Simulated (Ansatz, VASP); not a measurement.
**One calculation of Mg3Sb2, two programs**

```
Mg Sb
1.0
     4.66117    0.00000    0.00000
    -2.33058    4.03669    0.00000
     0.00000    0.00000    7.38699
Mg Sb
3 2
Cartesian
  0.0000 2.6911 4.6854
  2.3306 1.3456 2.7016
  0.0000 0.0000 0.0000
  0.0000 2.6911 1.7129
  2.3306 1.3456 5.6741
```

Alike in both runs: functional r2SCAN; k mesh 6 × 6 × 4; occupations fermi-dirac, width 0.02 eV; no spin polarisation.

Ansatz relaxed the structure, and its values are those at the end. VASP's run is a single point on that final structure, the one shown.

|  | VASP | Ansatz |
| --- | --- | --- |
| version | VASP 6.6.1 | Ansatz 0.2.0 |
| potentials or method | VASP PAW PBE potentials, release 64 (Mg, Sb), cutoff 660 eV | PAW plane waves |
| valence electrons in the cell | 16 | 60 |

Ansatz gave:

```
pressure (GPa) : -2.4
```

Problem. Which values does VASP return?

Solution. Pressure (GPa): -2.5.

VASP's potentials were made for PBE, not for r2SCAN. The functional is the same, so the differences come from potentials, cutoffs and numerics. VASP's potentials hold 16 valence electrons a cell and Ansatz's 60, so a difference there can come from the potentials and not from the codes. Ansatz's warnings: stress scf threshold loose.

Neither program's run includes spin-orbit coupling.
